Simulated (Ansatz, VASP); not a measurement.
**KCl2 in VASP and in Ansatz**

```
CELL_PARAMETERS angstrom
4.23032 0.00000 0.00000
0.00000 4.23032 0.00000
0.00000 0.00000 5.32868
ATOMIC_POSITIONS crystal
K 0.50000 0.50000 0.00000
Cl 0.00000 0.00000 0.25224
Cl 0.00000 0.00000 0.74776
```

Alike in both runs: functional PBE; k mesh 12 × 12 × 10; occupations gaussian, width 0.1 eV; no spin polarisation.

Ansatz relaxed the structure, and its values are those at the end. VASP's run is a single point on that final structure, the one shown.

|  | VASP | Ansatz |
| --- | --- | --- |
| version | VASP 6.6.1 | Ansatz 0.2.0 |
| potentials or method | VASP PAW PBE potentials, release 64 (K_sv, Cl), cutoff 520 eV | scalar-relativistic, plane waves, PAW |
| valence electrons in the cell | 23 | 23 |

```csv
,VASP,Ansatz,Ansatz less VASP
gap on the k mesh at the Fermi level (eV),none,none,-
pressure (GPa),0.0,0.0,+0.01
```

A gap of «none» marks a metal or a gap that the smearing closes.
